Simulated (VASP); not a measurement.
The system is SnO2.

```
Sn O
1.0
     5.17526    0.00000    0.00000
     0.00000    5.17526    0.00000
     0.00000    0.00000    5.17526
Sn O
4 8
Cartesian
  0.0000 0.0000 0.0000
  2.5876 0.0000 2.5876
  2.5876 2.5876 0.0000
  0.0000 2.5876 2.5876
  3.4214 4.3415 0.8337
  4.3415 0.8337 3.4214
  0.8337 3.4214 4.3415
  1.7539 1.7539 1.7539
  3.4214 3.4214 3.4214
  4.3415 1.7539 0.8337
  0.8337 4.3415 1.7539
  1.7539 0.8337 4.3415
```

* Program: VASP 6.6.1
* Task: relaxation of cell and atoms
* Functional: r2SCAN
* Potentials or basis: VASP PAW PBE potentials, release 64 (Sn_d, O)
* Cutoff: 600 eV
* k mesh: 5 × 5 × 5
* Occupations: fermi-dirac, width 0.05 eV
* Spin: no spin polarisation

At the start: pressure -8.2 GPa; volume 11.55 Å³/atom.

Where does the relaxation end?

Over 8 steps the energy falls by 11.9 meV/atom and the volume is 11.10 Å³/atom (-3.9 %); space group Pa-3 (No. 205, to 0.05 Å).

The path:
| step | energy change (eV) | largest force (eV/Å) | pressure (GPa) | volume (Å³) |
| --- | --- | --- | --- | --- |
| 1 | 0.0000 | 0.0116 | -8.25 | 138.61 |
| 2 | 0.0927 | 0.0887 | 12.54 | 127.02 |
| 3 | -0.1420 | 0.0290 | -0.09 | 133.36 |
| 4 | -0.1420 | 0.0299 | 0.05 | 133.25 |
| 5 | -0.1423 | 0.0259 | 0.06 | 133.24 |
| 6 | -0.1429 | 0.0132 | 0.06 | 133.22 |
| 7 | -0.1426 | 0.0126 | 0.07 | 133.17 |
| 8 | -0.1430 | 0.0037 | 0.05 | 133.19 |

Final structure:
```
CELL_PARAMETERS angstrom
5.10696 0.00000 0.00000
0.00000 5.10696 0.00000
0.00000 0.00000 5.10696
ATOMIC_POSITIONS crystal
Sn 0.00000 0.00000 0.00000
Sn 0.50000 0.00000 0.50000
Sn 0.50000 0.50000 0.00000
Sn 0.00000 0.50000 0.50000
O 0.66011 0.83989 0.16011
O 0.83989 0.16011 0.66011
O 0.16011 0.66011 0.83989
O 0.33989 0.33989 0.33989
O 0.66011 0.66011 0.66011
O 0.83989 0.33989 0.16011
O 0.16011 0.83989 0.33989
O 0.33989 0.16011 0.83989
```

Caveat: the PAW data sets were made with another functional, which shifts forces and pressure a little.
